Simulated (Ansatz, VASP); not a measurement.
## One calculation of Cu, two programs

```
Cu
1.0
    -1.50550    1.50550    1.25378
     1.50550   -1.50550    1.25378
     1.50550    1.50550   -1.25378
Cu
1
Direct
  0.00000 0.00000 0.00000
```

Alike in both runs: task single point; functional LDA; k mesh 24 × 24 × 24; occupations gaussian, width 0.15 eV; no spin polarisation.

```csv
,VASP,Ansatz
version,VASP 6.6.1,Ansatz 0.2.0
potentials or method,"VASP PAW LDA potentials, release 64 (Cu), cutoff 520 eV","scalar-relativistic, plane waves, PAW"
valence electrons in the cell,11,19
```

|  | VASP | Ansatz | Ansatz less VASP |
| --- | --- | --- | --- |
| gap on the k mesh at the Fermi level (eV) | none | none | - |
| pressure (GPa) | -4.5 | -5.4 | -0.86 |
| traceless stress, the component that is largest in VASP (GPa) | 4.32 | 4.27 | -0.054 |

Ansatz warns that its potentials were made for another functional, while VASP's fit it. LDA's correlation is that of Perdew and Zunger in VASP and of Perdew and Wang (1992) in Ansatz. A gap of «none» marks a metal or a gap that the smearing closes. VASP's potentials hold 11 valence electrons a cell and Ansatz's 19, so a difference there can come from the potentials and not from the codes.
